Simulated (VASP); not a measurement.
Write the native input for VASP 6.6.1 that does the following.

- Task: single point
- Functional: PBE
- Potentials or basis: VASP PAW PBE potentials, release 64 (C, F)
- Cutoff: 520 eV
- k mesh: 1 × 1 × 1
- Occupations: fermi-dirac, width 0.02 eV
- Spin: no spin polarisation
- Dipole correction: no
- Further INCAR settings: LREAL = Auto; ALGO = Normal; EDIFF = 1e-07; NBANDS = 154

The structure of CF4 lies in POSCAR:

```
CF4
1.0
    8.9958830000      0.0000000000      0.0000000000
    0.0000000000      8.9958830000      0.0000000000
    0.0000000000      0.0000000000      8.9958830000
C F
8 32
Direct
    0.7072306818      0.5923895416      0.6585594054
    0.0958568674      0.4608263454      0.4250203927
    0.7933741165      0.7404140976      0.0958995233
    0.3701375320      0.1768498762      0.7683418984
    0.1716174729      0.9677213738      0.3232772770
    0.2776982240      0.6561650609     -0.0448811446
    0.5997433451      0.2127183700      0.2876033046
    0.8928192108      0.1586156451      0.8411693151
    0.8344068596      0.6638768963      0.6877732643
    0.6694236920      0.5083048471      0.7752394356
    0.6000799123      0.6915724024      0.6316030768
    0.7256699435      0.5054090904      0.5392063693
    0.1177848425      0.5112262338      0.5630886487
    0.0326139088      0.3264054090      0.4304604893
    0.0062864065      0.5542476852      0.3516985229
    0.2264008980      0.4513995467      0.3545682120
    0.9049843749      0.8389373775      0.0934002942
    0.7340780078      0.7363753627      0.2319892580
    0.6893703429      0.7813945999     -0.0020752261
    0.8452975397      0.6059435828      0.0600363205
    0.3452161820      0.2367229454      0.9020791192
    0.3433449334      0.0302270801      0.7735441836
    0.2803305287      0.2409052826      0.6687785901
    0.5120025252      0.1994487120      0.7283150775
    0.2693768852      1.0316387422      0.4150999570
    0.1915473161      0.8201065829      0.3257740921
    0.0332907111      1.0000127947      0.3676783821
    0.1930135315      1.0185472686      0.1849378990
    0.3725366621      0.7298718064      0.0424834020
    0.2011745025      0.5584069711      0.0367135835
    0.1840069997      0.7523186196     -0.1084902620
    0.3534253127      0.5838804192     -0.1504189534
    0.6404911667      0.0807517204      0.3430496217
    0.7208908222      0.2928340331      0.2564181958
    0.5207347682      0.1916616771      0.1632961418
    0.5167883648      0.2851938970      0.3871195192
    0.8902190511      0.2142376361      0.7033504583
    0.7793394836      0.0646246349      0.8585879033
    1.0209156444      0.0861372399      0.8628680616
    0.8813585297      0.2692774919      0.9397834904
```

The input as run:

INCAR

```
  ALGO = Normal
  EDIFF = 1E-7
  ENCUT = 520
  GGA = PE
  ISIF = 2
  ISMEAR = -1
  LASPH = True
  LCHARG = False
  LREAL = Auto
  LWAVE = False
  NBANDS = 154
  NELM = 80
  PREC = Accurate
  SIGMA = 0.02
```

KPOINTS

```
k-points
0
Gamma
  1 1 1
```

Potentials or basis: VASP PAW PBE potentials, release 64 (C, F).

Command:

```bash
$ cat potpaw_PBE.64/C/POTCAR potpaw_PBE.64/F/POTCAR > POTCAR
$ mpirun -np 1 vasp_gam > vasp.out
```

It gave:

The pressure is 1.1 GPa. The largest force is 0.433 eV/Å. The band gap on the k mesh is 8.79 eV.

Caveat: the k points lie up to 0.70 Å⁻¹ apart.

Wall time 2.2 min on 1 thread of AMD EPYC 7R43 64-Core Processor (Zen 3), with other jobs on the host, peak memory 0.61 GiB.
